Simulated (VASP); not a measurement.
# Ru (Im-3m) in VASP: notebook

The runs below take Ru through single point, relaxation of cell and atoms, with PBE.

Everything below comes from runs of VASP 6.6.1. Logs are shortened: lines on timing, memory, paths and dates and some standing lists are left out, and cuts for length are marked.

**1. The cell of the first run**

It takes space group Im-3m (No. 229, cubic). Conventional cell: a = 2.905 Å, b = 2.905 Å, c = 2.905 Å, α = 90.00°, β = 90.00°, γ = 90.00°. Within 3.3 Å of Ru (site symmetry m-3m) lie 14 Ru at 2.52 to 2.91 Å.

**2. Single point, PBE**

INCAR reads:

```
SYSTEM = Ru
PREC = Accurate
ENCUT = 520
EDIFF = 1E-6
ISMEAR = -1
SIGMA = 0.1
LREAL = .FALSE.
LASPH = .TRUE.
NELM = 60
ALGO = Normal
ISIF = 2
LWAVE = .FALSE.
LCHARG = .FALSE.
GGA = PE
NBANDS = 13
```

KPOINTS reads:

```
regular mesh
0
G
  22 22 22
  0 0 0
```

POSCAR reads:

```
Ru
1.0
    1.4525485464      1.4525485464      1.4525485464
   -1.4525485464      1.4525485464      1.4525485464
   -1.4525485464     -1.4525485464      1.4525485464
Ru
1
Direct
    0.0000000000      0.0000000000      0.0000000000
```

Potentials or basis: VASP PAW PBE potentials, release 64 (Ru_pv).

Started as:

```sh
$ cat potpaw_PBE.64/Ru_pv/POTCAR > POTCAR
$ mpirun -np 1 vasp_std > vasp.out
```

OUTCAR:

```text
SYSTEM = Ru
   PREC = Accurate
   ENCUT = 520
   EDIFF = 1E-6
   ISMEAR = -1
   LREAL = .FALSE.
   LASPH = .TRUE.
   NELM = 60
   ISIF = 2
   GGA = PE

 ion  position               nearest neighbor table
   1  0.000  0.000  0.000-

  LATTYP: Found a body centered cubic cell.
 ALAT       =     2.9050970928

  Lattice vectors:

 A1 = (   1.4525485464,  -1.4525485464,  -1.4525485464)
 A2 = (   1.4525485464,   1.4525485464,   1.4525485464)
 A3 = (  -1.4525485464,  -1.4525485464,   1.4525485464)

Analysis of symmetry for initial positions (statically):
=====================================================================
 Subroutine PRICEL returns:
 Original cell was already a primitive cell.

 Routine SETGRP: Setting up the symmetry group for a
 body centered cubic supercell.

 Subroutine GETGRP returns: Found 48 space group operations
 (whereof 48 operations were pure point group operations)
 out of a pool of 48 trial point group operations.

The static configuration has the point symmetry O_h .

Analysis of symmetry for dynamics (positions and initial velocities):
=====================================================================
 Subroutine PRICEL returns:
 Original cell was already a primitive cell.

 Routine SETGRP: Setting up the symmetry group for a
 body centered cubic supercell.

 Subroutine GETGRP returns: Found 48 space group operations
 (whereof 48 operations were pure point group operations)
 out of a pool of 48 trial point group operations.

The dynamic configuration has the point symmetry O_h .

 Subroutine INISYM returns: Found 48 space group operations
 (whereof 48 operations are pure point group operations),
 and found     1 'primitive' translations

----------------------------------------------------------------------------------------

                                     Primitive cell

  volume of cell :      12.2589

  direct lattice vectors                    reciprocal lattice vectors
     1.452548546  1.452548546  1.452548546     0.344222574  0.000000000  0.344222574
    -1.452548546  1.452548546  1.452548546    -0.344222574  0.344222574  0.000000000
    -1.452548546 -1.452548546  1.452548546     0.000000000 -0.344222574  0.344222574

  length of vectors
     2.515887883  2.515887883  2.515887883     0.486804233  0.486804233  0.486804233

  position of ions in fractional coordinates (direct lattice)
     0.000000000  0.000000000  0.000000000

  ion indices of the primitive-cell ions
   primitive index   ion index
                 1           1

----------------------------------------------------------------------------------------

 KPOINTS: regular mesh

Automatic generation of k-mesh.
 Grid dimensions read from file:
 generate k-points for:   22   22   22

 Generating k-lattice:

  Cartesian coordinates                     Fractional coordinates (reciprocal lattice)
     0.015646481  0.000000000  0.015646481     0.045454545  0.000000000  0.000000000
    -0.015646481  0.015646481  0.000000000     0.000000000  0.045454545  0.000000000
     0.000000000 -0.015646481  0.015646481     0.000000000  0.000000000  0.045454545

  Length of vectors
     0.022127465  0.022127465  0.022127465

  Shift w.r.t. Gamma in fractional coordinates (k-lattice)
     0.000000000  0.000000000  0.000000000

 Subroutine IBZKPT returns following result:
 ===========================================

 Found    328 irreducible k-points:

 Following reciprocal coordinates:
            Coordinates               Weight
  0.000000  0.000000  0.000000      1.000000
  0.045455  0.000000  0.000000     12.000000
  0.090909  0.000000  0.000000     12.000000
  0.136364  0.000000  0.000000     12.000000
  0.181818  0.000000  0.000000     12.000000
  0.227273  0.000000  0.000000     12.000000
[... 16 lines left out ...]
  0.181818  0.090909  0.000000     24.000000
  0.227273  0.090909  0.000000     48.000000
 [... further k-points ...]
   k-points           NKPTS =    328   k-points in BZ     NKDIM =    328   number of bands    NBANDS=     13
   number of dos      NEDOS =    301   number of ions     NIONS =      1
   total plane-waves  NPLWV =   8000
   dimension x,y,z NGX =    20 NGY =   20 NGZ =   20
   dimension x,y,z NGXF=    40 NGYF=   40 NGZF=   40
   ions per type =               1
   NGX,Y,Z   is equivalent  to a cutoff of  13.22, 13.22, 13.22 a.u.
   NGXF,Y,Z  is equivalent  to a cutoff of  26.43, 26.43, 26.43 a.u.
 SYSTEM =  Ru
   PREC   = accura    normal or accurate (medium, high low for compatibility)
   ISTART =      0    job   : 0-new  1-cont  2-samecut
   ICHARG =      2    charge: 1-file 2-atom 10-const
   ISPIN  =      1    spin polarized calculation?
   LNONCOLLINEAR =      F non collinear calculations
   LSORBIT =      F    spin-orbit coupling
   LASPH  =      T    aspherical Exc in radial PAW
   ENCUT  =  520.0 eV  38.22 Ry    6.18 a.u.   4.68  4.68  4.68*2*pi/ulx,y,z
   NELM   =     60;   NELMIN=  2; NELMDL= -5     # of ELM steps
   EDIFF  = 0.1E-05   stopping-criterion for ELM
   LREAL  =      F    real-space projection
   EDIFFG = 0.1E-04   stopping-criterion for IOM
   NSW    =      0    number of steps for IOM
   IBRION =     -1    ionic relax: 0-MD 1-quasi-New 2-CG
   NFREE  =      0    steps in history (QN), initial steepest desc. (CG)
   ISIF   =      2    stress and relaxation
   ISYM   =      2    0-nonsym 1-usesym 2-fastsym
   POTIM  = 0.5000    time-step for ionic-motion
   TEBEG  =    0.0;   TEEND  =   0.0 temperature during run
   PSTRESS=    0.0 pullay stress
   NELECT =      14.0000    total number of electrons
   NUPDOWN=      -1.0000    fix difference up-down
   EMIN   =  10.00;   EMAX   =-10.00  energy-range for DOS
   EFERMI =   0.00;   METHOD = LEGACY
   ISMEAR =    -1;   SIGMA  =   0.10  broadening in eV -4-tet -1-fermi 0-gaus
   EFERMI_NEDOS =   21; number of points for ismear=-14 and -15
   IALGO  =     38    algorithm
   IMIX   =      4    mixing-type and parameters
     AMIX     =   0.40;   BMIX     =  1.00
     AMIX_MAG =   1.60;   BMIX_MAG =  1.00
  volume/ion in A,a.u.               =      12.26        82.73
  Fermi-wavevector in a.u.,A,eV,Ry     =   1.711198  3.233695 39.840547  2.928198
  Thomas-Fermi vector in A             =   2.789356
   LORBIT       =      0    0 simple, 1 ext, 2 COOP (PROOUT), +10 PAW based schemes
   GGA     = PE    functional components
   LHFCALC =     F    Hartree Fock is set to
   AEXX    =    0.0000 exact exchange contribution
   IVDW    =     0    specifies the selected vdW correction
   LEPSILON=     F    determine dielectric tensor
   LRPA    =     F    only Hartree local field effects (RPA)
 non-spin polarized calculation
  energy-cutoff  :      520.00
  volume of cell :       12.26
 maximum number of plane-waves:       370
   NGX =  9   NGY =  9   NGZ =  9

 number of electron      14.0000003 magnetization

 Free energy of the ion-electron system (eV)
  ---------------------------------------------------
  ext. energy  EPLUGINS =         0.00000000
  ---------------------------------------------------
  free energy    TOTEN  =        -8.31566050 eV

  energy without entropy =       -8.26388627  energy(sigma->0) =       -8.28977339

 E-fermi :  14.9946     XC(G=0): -14.7509

 val. band max:       14.9903404411   @ k =   0.4091   0.3636   0.3636
 cond. band min:      14.9947513973   @ k =   0.0909   0.0455   0.0455
 fundamental gap:      0.0044109562
 Fermi energy:        14.9946479423

 k-point     1 :       0.0000    0.0000    0.0000
  band No.  band energies     occupation
      1     -27.6233      2.00000
      2     -27.6233      2.00000
      3     -27.6233      2.00000
      4       6.2056      2.00000
      5      11.5979      2.00000
      6      11.5979      2.00000
      7      11.5979      2.00000
      8      14.8389      1.65188
      9      14.8389      1.65188
     10      25.3675      0.00000
     11      32.1764      0.00000
     12      32.1764      0.00000
     13      32.1764      0.00000

 k-point     2 :       0.0455    0.0000    0.0000
  band No.  band energies     occupation
      1     -27.6560      2.00000
      2     -27.6335      2.00000
      3     -27.6235      2.00000
      4       6.3108      2.00000
      5      11.5453      2.00000
      6      11.5944      2.00000
      7      11.6919      2.00000
      8      14.7637      1.81926
      9      14.8414      1.64484
     10      25.3675      0.00000
     11      32.2461      0.00000
     12      32.3416      0.00000
     13      32.3453      0.00000

 k-point     3 :       0.0909    0.0000    0.0000
  band No.  band energies     occupation
      1     -27.7509      2.00000
      2     -27.6630      2.00000
      3     -27.6241      2.00000
      4       6.6147      2.00000
      5      11.3948      2.00000
      6      11.5782      2.00000
      7      11.9707      2.00000
      8      14.5758      1.97011
      9      14.8505      1.61731
     10      25.3674      0.00000
     11      32.4224      0.00000
     12      32.7706      0.00000
     13      32.8432      0.00000

 k-point     4 :       0.1364    0.0000    0.0000
  band No.  band energies     occupation
      1     -27.8987      2.00000
      2     -27.7092      2.00000
      3     -27.6251      2.00000
      4       7.0781      2.00000
      5      11.1662      2.00000
      6      11.5437      2.00000
      7      12.4257      2.00000
      8      14.3687      1.99618
      9      14.8714      1.54838
     10      25.3674      0.00000
     11      32.5959      0.00000
     12      33.2645      0.00000
     13      33.6451      0.00000

 k-point     5 :       0.1818    0.0000    0.0000
  band No.  band energies     occupation
      1     -28.0856      2.00000
      2     -27.7683      2.00000
      3     -27.6263      2.00000
      4       7.6162      2.00000
      5      10.8867      2.00000
      6      11.5267      2.00000
      7      13.0413      2.00000
      8      14.2405      1.99894
      9      14.9101      1.39935
     10      25.3673      0.00000
     11      32.5772      0.00000
     12      33.5075      0.00000
     13      34.7142      0.00000

 k-point     6 :       0.2273    0.0000    0.0000
  band No.  band energies     occupation
      1     -28.2948      2.00000
      2     -27.8350      2.00000
      3     -27.6278      2.00000
      4       8.0743      2.00000
      5      10.5850      2.00000
      6      11.6627      2.00000
      7      13.7942      1.99999
      8      14.2397      1.99895
      9      14.9709      1.11820
     10      25.3672      0.00000
     11      32.1997      0.00000
     12      33.1963      0.00000
     13      36.0059      0.00000

 k-point     7 :       0.2727    0.0000    0.0000
  band No.  band energies     occupation
      1     -28.5085      2.00000
      2     -27.9039      2.00000
      3     -27.6294      2.00000
      4       8.2796      2.00000
      5      10.2874      2.00000
      6      12.1349      2.00000
      7      14.3559      1.99664
      8      14.6505      1.93796
      9      15.0544      0.70966
     10      25.3672      0.00000
     11      31.5014      0.00000
     12      32.2940      0.00000
     13      37.4677      0.00000
[... 193 lines left out ...]
 k-point    20 :       0.4091    0.0455    0.0000
  band No.  band energies     occupation
      1     -28.9501      2.00000
      2     -28.0569      2.00000
      3     -27.6455      2.00000
      4       8.0146      2.00000
      5       9.7173      2.00000
      6      14.0068      1.99990
      7      14.8833      1.50552
      8      15.5140      0.01104
      9      17.1520      0.00000
     10      25.3666      0.00000
     11      28.9121      0.00000
     12      29.6704      0.00000
     13      36.5502      0.00000

 k-point    21 :       0.4545    0.0455    0.0000
  band No.  band energies     occupation
      1     -29.0568      2.00000
      2     -28.0945      2.00000
      3     -27.6464      2.00000
      4       7.8472      2.00000
      5       9.5806      2.00000
      6      14.5484      1.97721
      7      15.0536      0.71357
      8      15.9283      0.00018
      9      17.8905      0.00000
     10      25.3659      0.00000
     11      27.7623      0.00000
     12      29.1376      0.00000
     13      35.4248      0.00000

 k-point    22 :       0.5000    0.0455    0.0000
  band No.  band energies     occupation
      1     -29.1120      2.00000
      2     -28.1140      2.00000
      3     -27.6469      2.00000
      4       7.7545      2.00000
      5       9.5107      2.00000
      6      14.8089      1.73010
      7      15.0752      0.61751
      8      16.3142      0.00000
      9      18.3235      0.00000
     10      25.3651      0.00000
     11      27.0703      0.00000
     12      28.8634      0.00000
     13      34.8112      0.00000

 k-point    23 :       0.1818    0.0909    0.0000
  band No.  band energies     occupation
      1     -27.9811      2.00000
      2     -27.7071      2.00000
      3     -27.6549      2.00000
      4       7.3466      2.00000
      5      11.1630      2.00000
      6      11.3056      2.00000
      7      12.7907      2.00000
      8      14.2033      1.99927
      9      14.9608      1.16783
     10      25.3673      0.00000
     11      32.8551      0.00000
     12      33.5358      0.00000
     13      33.7463      0.00000

 k-point    24 :       0.2273    0.0909    0.0000
  band No.  band energies     occupation
      1     -28.1520      2.00000
      2     -27.7626      2.00000
      3     -27.6647      2.00000
      4       7.8758      2.00000
      5      10.9256      2.00000
      6      11.1890      2.00000
      7      13.4721      2.00000
      8      14.0563      1.99983
      9      15.0600      0.68457
     10      25.3673      0.00000
     11      32.9351      0.00000
     12      33.5663      0.00000
     13      34.4920      0.00000

 [... further k-points ...]
[... 5 lines left out ...]
  --------------------------------------------------------------------------------------
  -------------------------------------------------------------------------------------
  Total        4.6127552      4.6127552      4.6127552      0.0000000     -0.0000000      0.0000000
  in kB      602.8635504    602.8635504    602.8635504      0.0000000     -0.0000000      0.0000000
  external PRESSURE =     602.8635504 kB  Pullay stress =       0.0000000 kB

 VOLUME and BASIS-vectors are now :
 -----------------------------------------------------------------------------
  energy-cutoff  :      520.00
  volume of cell :       12.26
      direct lattice vectors                 reciprocal lattice vectors
     1.452548546  1.452548546  1.452548546     0.344222574  0.000000000  0.344222574
    -1.452548546  1.452548546  1.452548546    -0.344222574  0.344222574  0.000000000
    -1.452548546 -1.452548546  1.452548546     0.000000000 -0.344222574  0.344222574

 POSITION                                       TOTAL-FORCE (eV/Angst)
 -----------------------------------------------------------------------------------
      0.00000      0.00000      0.00000         0.000000     -0.000000      0.000000
 -----------------------------------------------------------------------------------
    total drift:                               -0.000000      0.000000      0.000000

  FREE ENERGIE OF THE ION-ELECTRON SYSTEM (eV)
  ---------------------------------------------------
  free  energy   TOTEN  =        -8.3156605002 eV

  energy  without entropy=       -8.2638862745  energy(sigma->0) =       -8.28977339
```

Run time: 26 s. Hardware: 1 thread of Intel Xeon Platinum 8488C (Sapphire Rapids), shared host; peak memory 0.17 GiB.

Results:

- Free energy: -8.3157 eV
- Pressure: 60.3 GPa
- Band gap on the k mesh: zero (band 7 reaches 17.22 eV, above the bottom of band 8 at 12.83 eV)

Levels at points of the mesh, in eV from the Fermi level:
| k point | band 3 | band 4 | band 5 | band 6 | band 7 | band 8 | band 9 | band 10 | band 11 | band 12 |
| --- | --- | --- | --- | --- | --- | --- | --- | --- | --- | --- |
| (0.00, 0.00, 0.00) | -42.62 | -8.79 | -3.40 | -3.40 | -3.40 | -0.16 | -0.16 | 10.37 | 17.18 | 17.18 |
| (0.50, 0.00, 0.00) | -42.63 | -7.32 | -5.52 | -0.12 | 0.46 | 1.35 | 2.99 | 10.37 | 12.03 | 13.73 |
| (0.50, 0.50, 0.50) | -43.66 | -7.60 | -7.60 | 2.22 | 2.22 | 2.22 | 10.14 | 10.14 | 10.14 | 10.37 |

(Continued in part 2 of 2.)
